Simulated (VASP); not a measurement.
# AlN (F-43m) in VASP: further runs

The runs below take AlN through single point, relaxation of cell and atoms, with LDA.

All numbers are computed with VASP 6.6.1; they aren't measurements. Logs are shortened: lines on timing, memory, paths and dates and some standing lists are left out, and cuts for length are marked.

## 1. The cell of the first run

Symmetry: F-43m, No. 216, cubic system. Conventional cell: a = 4.349 Å, b = 4.349 Å, c = 4.349 Å, α = 90.00°, β = 90.00°, γ = 90.00°. Within 2.5 Å of Al (site symmetry -43m) lie 4 N at 1.88 Å. N (site symmetry -43m) has 4 Al at 1.88 Å within 2.5 Å.

## 2. Single point, LDA

INCAR reads:

```
SYSTEM = AlN
ALGO = Normal
EDIFF = 1E-6
ENCUT = 600
GGA_COMPAT = .False.
ISIF = 2
ISMEAR = 0
LASPH = .True.
LCHARG = .False.
LREAL = .False.
LWAVE = .False.
NBANDS = 11
NELM = 120
PREC = Accurate
SIGMA = 0.01
```

KPOINTS reads:

```
k-points
0
Gamma
  10 10 10
  0 0 0
```

POSCAR reads:

```
AlN
1.0
    0.0000000000      2.1746045727      2.1746045727
    2.1746045727      0.0000000000      2.1746045727
    2.1746045727      2.1746045727      0.0000000000
Al N
1 1
Direct
    0.0000000000      0.0000000000      0.0000000000
    0.7500000000      0.7500000000      0.7500000000
```

Potentials or basis: VASP PAW LDA potentials, release 64 (Al, N).

Started as:

```
$ cat potpaw_LDA.64/Al/POTCAR potpaw_LDA.64/N/POTCAR > POTCAR
$ mpirun -np 1 vasp_std > vasp.out
```

OUTCAR:

```text
SYSTEM = AlN
   EDIFF = 1E-6
   ENCUT = 600
   ISIF = 2
   ISMEAR = 0
   LASPH = .True.
   LREAL = .False.
   NELM = 120
   PREC = Accurate

 ion  position               nearest neighbor table
   1  0.000  0.000  0.000-   2 1.88   2 1.88   2 1.88   2 1.88
   2  0.750  0.750  0.750-   1 1.88   1 1.88   1 1.88   1 1.88

  LATTYP: Found a face centered cubic cell.
 ALAT       =     4.3492091454

  Lattice vectors:

 A1 = (   0.0000000000,   2.1746045727,   2.1746045727)
 A2 = (   2.1746045727,   0.0000000000,   2.1746045727)
 A3 = (   2.1746045727,   2.1746045727,   0.0000000000)

Analysis of symmetry for initial positions (statically):
=====================================================================
 Subroutine PRICEL returns:
 Original cell was already a primitive cell.

 Routine SETGRP: Setting up the symmetry group for a
 face centered cubic supercell.

 Subroutine GETGRP returns: Found 24 space group operations
 (whereof 24 operations were pure point group operations)
 out of a pool of 48 trial point group operations.

The static configuration has the point symmetry T_d .

Analysis of symmetry for dynamics (positions and initial velocities):
=====================================================================
 Subroutine PRICEL returns:
 Original cell was already a primitive cell.

 Routine SETGRP: Setting up the symmetry group for a
 face centered cubic supercell.

 Subroutine GETGRP returns: Found 24 space group operations
 (whereof 24 operations were pure point group operations)
 out of a pool of 48 trial point group operations.

The dynamic configuration has the point symmetry T_d .

 Subroutine INISYM returns: Found 24 space group operations
 (whereof 24 operations are pure point group operations),
 and found     1 'primitive' translations

----------------------------------------------------------------------------------------

                                     Primitive cell

  volume of cell :      20.5670

  direct lattice vectors                    reciprocal lattice vectors
     0.000000000  2.174604573  2.174604573    -0.229926859  0.229926859  0.229926859
     2.174604573  0.000000000  2.174604573     0.229926859 -0.229926859  0.229926859
     2.174604573  2.174604573  0.000000000     0.229926859  0.229926859 -0.229926859

  length of vectors
     3.075355280  3.075355280  3.075355280     0.398245003  0.398245003  0.398245003

  position of ions in fractional coordinates (direct lattice)
     0.000000000  0.000000000  0.000000000
     0.750000000  0.750000000  0.750000000

  ion indices of the primitive-cell ions
   primitive index   ion index
                 1           1
                 2           2

----------------------------------------------------------------------------------------

 KPOINTS: k-points

Automatic generation of k-mesh.
 Grid dimensions read from file:
 generate k-points for:   10   10   10

 Generating k-lattice:

  Cartesian coordinates                     Fractional coordinates (reciprocal lattice)
    -0.022992686  0.022992686  0.022992686     0.100000000  0.000000000  0.000000000
     0.022992686 -0.022992686  0.022992686     0.000000000  0.100000000  0.000000000
     0.022992686  0.022992686 -0.022992686     0.000000000  0.000000000  0.100000000

  Length of vectors
     0.039824500  0.039824500  0.039824500

  Shift w.r.t. Gamma in fractional coordinates (k-lattice)
     0.000000000  0.000000000  0.000000000

 Subroutine IBZKPT returns following result:
 ===========================================

 Found     47 irreducible k-points:

 Following reciprocal coordinates:
            Coordinates               Weight
  0.000000  0.000000  0.000000      1.000000
  0.100000  0.000000  0.000000      8.000000
  0.200000  0.000000  0.000000      8.000000
  0.300000  0.000000  0.000000      8.000000
  0.400000  0.000000  0.000000      8.000000
  0.500000  0.000000  0.000000      4.000000
[... 16 lines left out ...]
  0.300000  0.300000  0.000000      6.000000
  0.400000  0.300000  0.000000     24.000000
 [... further k-points ...]
   k-points           NKPTS =     47   k-points in BZ     NKDIM =     47   number of bands    NBANDS=     11
   number of dos      NEDOS =    301   number of ions     NIONS =      2
   total plane-waves  NPLWV =  21952
   dimension x,y,z NGX =    28 NGY =   28 NGZ =   28
   dimension x,y,z NGXF=    56 NGYF=   56 NGZF=   56
   ions per type =               1   1
   NGX,Y,Z   is equivalent  to a cutoff of  15.14, 15.14, 15.14 a.u.
   NGXF,Y,Z  is equivalent  to a cutoff of  30.27, 30.27, 30.27 a.u.
 SYSTEM =  AlN
   PREC   = accura    normal or accurate (medium, high low for compatibility)
   ISTART =      0    job   : 0-new  1-cont  2-samecut
   ICHARG =      2    charge: 1-file 2-atom 10-const
   ISPIN  =      1    spin polarized calculation?
   LNONCOLLINEAR =      F non collinear calculations
   LSORBIT =      F    spin-orbit coupling
   LASPH  =      T    aspherical Exc in radial PAW
   ENCUT  =  600.0 eV  44.10 Ry    6.64 a.u.   6.14  6.14  6.14*2*pi/ulx,y,z
   NELM   =    120;   NELMIN=  2; NELMDL= -5     # of ELM steps
   EDIFF  = 0.1E-05   stopping-criterion for ELM
   LREAL  =      F    real-space projection
   EDIFFG = 0.1E-04   stopping-criterion for IOM
   NSW    =      0    number of steps for IOM
   IBRION =     -1    ionic relax: 0-MD 1-quasi-New 2-CG
   NFREE  =      0    steps in history (QN), initial steepest desc. (CG)
   ISIF   =      2    stress and relaxation
   ISYM   =      2    0-nonsym 1-usesym 2-fastsym
   POTIM  = 0.5000    time-step for ionic-motion
   TEBEG  =    0.0;   TEEND  =   0.0 temperature during run
   PSTRESS=    0.0 pullay stress
   NELECT =       8.0000    total number of electrons
   NUPDOWN=      -1.0000    fix difference up-down
   EMIN   =  10.00;   EMAX   =-10.00  energy-range for DOS
   EFERMI =   0.00;   METHOD = LEGACY
   ISMEAR =     0;   SIGMA  =   0.01  broadening in eV -4-tet -1-fermi 0-gaus
   EFERMI_NEDOS =   21; number of points for ismear=-14 and -15
   IALGO  =     38    algorithm
   IMIX   =      4    mixing-type and parameters
     AMIX     =   0.40;   BMIX     =  1.00
     AMIX_MAG =   1.60;   BMIX_MAG =  1.00
  volume/ion in A,a.u.               =      10.28        69.40
  Fermi-wavevector in a.u.,A,eV,Ry     =   1.195037  2.258292 19.430649  1.428112
  Thomas-Fermi vector in A             =   2.331012
   LORBIT       =      0    0 simple, 1 ext, 2 COOP (PROOUT), +10 PAW based schemes
   GGA     = CA    functional components
   LHFCALC =     F    Hartree Fock is set to
   AEXX    =    0.0000 exact exchange contribution
   IVDW    =     0    specifies the selected vdW correction
   LEPSILON=     F    determine dielectric tensor
   LRPA    =     F    only Hartree local field effects (RPA)
 non-spin polarized calculation
 Gauss-broadening in eV      SIGMA  =   0.01
  energy-cutoff  :      600.00
  volume of cell :       20.57
 maximum number of plane-waves:       701
 NGX is ok and might be reduce to    28
   NGX = 13   NGY = 13   NGZ = 13

 number of electron       8.0000000 magnetization

 Free energy of the ion-electron system (eV)
  ---------------------------------------------------
  ext. energy  EPLUGINS =         0.00000000
  ---------------------------------------------------
  free energy    TOTEN  =       -16.37619906 eV

  energy without entropy =      -16.37619906  energy(sigma->0) =      -16.37619906

 E-fermi :   5.8951     XC(G=0): -11.3227

 val. band max:        5.8308004094   @ k =   0.0000   0.0000   0.0000
 cond. band min:       9.0596532161   @ k =   0.5000   0.5000   0.0000
 fundamental gap:      3.2288528067
 Fermi energy:         5.8951176057

 k-point     1 :       0.0000    0.0000    0.0000
  band No.  band energies     occupation
      1      -9.0685      2.00000
      2       5.8308      2.00000
      3       5.8308      2.00000
      4       5.8308      2.00000
      5      10.1812      0.00000
      6      18.2918      0.00000
      7      18.2918      0.00000
      8      18.2918      0.00000
      9      23.4570      0.00000
     10      23.4570      0.00000
     11      24.8666      0.00000

 k-point     2 :       0.1000    0.0000    0.0000
  band No.  band energies     occupation
      1      -8.9166      2.00000
      2       5.0248      2.00000
      3       5.7784      2.00000
      4       5.7784      2.00000
      5      10.8212      0.00000
      6      17.9100      0.00000
      7      18.4263      0.00000
      8      18.4263      0.00000
      9      22.1942      0.00000
     10      22.1942      0.00000
     11      24.0676      0.00000

 k-point     3 :       0.2000    0.0000    0.0000
  band No.  band energies     occupation
      1      -8.4832      2.00000
      2       3.4070      2.00000
      3       5.6477      2.00000
      4       5.6477      2.00000
      5      11.9121      0.00000
      6      17.1282      0.00000
      7      18.3573      0.00000
      8      18.3573      0.00000
      9      21.6564      0.00000
     10      21.6564      0.00000
     11      23.2040      0.00000

 k-point     4 :       0.3000    0.0000    0.0000
  band No.  band energies     occupation
      1      -7.8488      2.00000
      2       1.7274      2.00000
      3       5.4981      2.00000
      4       5.4981      2.00000
      5      12.7140      0.00000
      6      16.3962      0.00000
      7      17.6949      0.00000
      8      17.6949      0.00000
      9      22.7123      0.00000
     10      22.7123      0.00000
     11      23.0180      0.00000

 k-point     5 :       0.4000    0.0000    0.0000
  band No.  band energies     occupation
      1      -7.2054      2.00000
      2       0.3997      2.00000
      3       5.3855      2.00000
      4       5.3855      2.00000
      5      13.1067      0.00000
      6      15.8794      0.00000
      7      17.0943      0.00000
      8      17.0943      0.00000
      9      23.4299      0.00000
     10      24.5342      0.00000
     11      24.5342      0.00000
[... 211 lines left out ...]
 k-point    21 :      -0.3000    0.2000    0.0000
  band No.  band energies     occupation
      1      -7.0447      2.00000
      2       1.1640      2.00000
      3       3.5918      2.00000
      4       5.3038      2.00000
      5      13.6796      0.00000
      6      14.8861      0.00000
      7      17.5637      0.00000
      8      18.0485      0.00000
      9      22.1422      0.00000
     10      24.4364      0.00000
     11      27.1169      0.00000

 k-point    22 :      -0.2000    0.2000    0.0000
  band No.  band energies     occupation
      1      -7.6404      2.00000
      2       2.0435      2.00000
      3       4.1019      2.00000
      4       5.5740      2.00000
      5      13.4367      0.00000
      6      15.7307      0.00000
      7      17.1632      0.00000
      8      18.2365      0.00000
      9      20.7204      0.00000
     10      24.1618      0.00000
     11      27.1579      0.00000

 k-point    23 :       0.3000    0.3000    0.0000
  band No.  band energies     occupation
      1      -7.4555      2.00000
      2       2.2978      2.00000
      3       4.5669      2.00000
      4       4.5669      2.00000
      5      11.1188      0.00000
      6      15.4170      0.00000
      7      17.7120      0.00000
      8      20.2508      0.00000
      9      20.2508      0.00000
     10      26.1590      0.00000
     11      29.6724      0.00000

 k-point    24 :       0.4000    0.3000    0.0000
  band No.  band energies     occupation
      1      -6.9641      2.00000
      2       1.6376      2.00000
      3       4.0936      2.00000
      4       4.4008      2.00000
      5      10.6831      0.00000
      6      15.2518      0.00000
      7      18.0822      0.00000
      8      20.3379      0.00000
      9      20.8499      0.00000
     10      27.0687      0.00000
     11      29.4532      0.00000

 [... further k-points ...]

------------------------ aborting loop because EDIFF is reached ----------------------------------------

  FORCE on cell =-STRESS in cart. coord.  units (eV):
  Direction    XX          YY          ZZ          XY          YZ          ZX
  --------------------------------------------------------------------------------------
  -------------------------------------------------------------------------------------
  Total       -0.0604840     -0.0604840     -0.0604840      0.0000000      0.0000000      0.0000000
  in kB       -4.7117256     -4.7117256     -4.7117256      0.0000000      0.0000000      0.0000000
  external PRESSURE =      -4.7117256 kB  Pullay stress =       0.0000000 kB

 VOLUME and BASIS-vectors are now :
 -----------------------------------------------------------------------------
  energy-cutoff  :      600.00
  volume of cell :       20.57
      direct lattice vectors                 reciprocal lattice vectors
     0.000000000  2.174604573  2.174604573    -0.229926859  0.229926859  0.229926859
     2.174604573  0.000000000  2.174604573     0.229926859 -0.229926859  0.229926859
     2.174604573  2.174604573  0.000000000     0.229926859  0.229926859 -0.229926859

 POSITION                                       TOTAL-FORCE (eV/Angst)
 -----------------------------------------------------------------------------------
      0.00000      0.00000      0.00000         0.000000      0.000000      0.000000
      3.26191      3.26191      3.26191        -0.000000     -0.000000     -0.000000
 -----------------------------------------------------------------------------------
    total drift:                                0.000000      0.000000      0.000000

  FREE ENERGIE OF THE ION-ELECTRON SYSTEM (eV)
  ---------------------------------------------------
  free  energy   TOTEN  =       -16.3761990576 eV

  energy  without entropy=      -16.3761990576  energy(sigma->0) =      -16.37619906
```

Run time: 15 s. Hardware: 1 thread of Intel Xeon 6975P-C (Granite Rapids), shared host; peak memory 0.14 GiB.

Results:

```yaml
Free_energy: -16.3762 eV
Pressure: -0.5 GPa
Band_gap_on_the_k_mesh: 3.23 eV (least direct gap 4.35 eV)
```

A k mesh can miss the band edges.

[end of part 1 of 2]
